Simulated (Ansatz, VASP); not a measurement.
# HgTe: VASP beside Ansatz

INCAR

```
SYSTEM = HgTe
PREC = Accurate ; ENCUT = 520
EDIFF = 1E-8 ; ISMEAR = -1
SIGMA = 0.08 ; LREAL = .FALSE.
LASPH = .TRUE. ; NELM = 80
ALGO = Normal ; ISIF = 2
LWAVE = .FALSE. ; LCHARG = .FALSE.
GGA = PS ; LEFG = .TRUE.
NBANDS = 16
```

File KPOINTS:

```
Automatic mesh
0
G
  12 12 12
  0 0 0
```

POSCAR

```
HgTe
1.0
    0.0000000000      2.9787988607      2.9787988607
    2.9787988607      0.0000000000      2.9787988607
    2.9787988607      2.9787988607      0.0000000000
Hg Te
1 1
Direct
    0.0000000000      0.0000000000      0.0000000000
    0.5000000000      0.5000000000      0.5000000000
```

Input for Ansatz:

```yaml
crystal:
  lattice:
    - [0.0, 2.9787988607, 2.9787988607]
    - [2.9787988607, 0.0, 2.9787988607]
    - [2.9787988607, 2.9787988607, 0.0]
  atoms:
    - { symbol: Hg, position: [0.0, 0.0, 0.0] }
    - { symbol: Te, position: [0.5, 0.5, 0.5] }
kpoints:
  mp_grid: { grid: [12, 12, 12] }
scf:
  occupations: { method: fermi_dirac, width: 0.08 }
hamiltonian:
  xc: pbesol
  pseudopotentials: { kind: paw }
output:
  forces: true
  stress: true
  eigenvalues: true
  efg: { contact_densities: true }
```

Change from the starting cell: volume scaled by 1.06, PAW files.

Alike in both runs: task electric field gradients; functional PBEsol; k mesh 12 × 12 × 12; occupations fermi-dirac, width 0.08 eV; no spin polarisation.

|  | VASP | Ansatz |
| --- | --- | --- |
| version | VASP 6.6.1 | Ansatz 0.2.0 |
| potentials or method | VASP PAW PBE potentials, release 64 (Hg, Te) | PAW with Ansatz's default frozen-core files, scalar-relativistic |
| plane-wave cutoff (eV) | 520 | 420 |
| valence electrons in the cell | 18 | 36 |

VASP gave:

```
pressure (GPa) : 1.8
```

Question: What did Ansatz give for the same quantities?

Answer: Pressure (GPa): 1.5.

VASP's potentials were made for PBE, not for PBEsol. VASP's potentials hold 18 valence electrons a cell and Ansatz's 36, so a difference there can come from the potentials and not from the codes.

Spin-orbit coupling is off throughout.
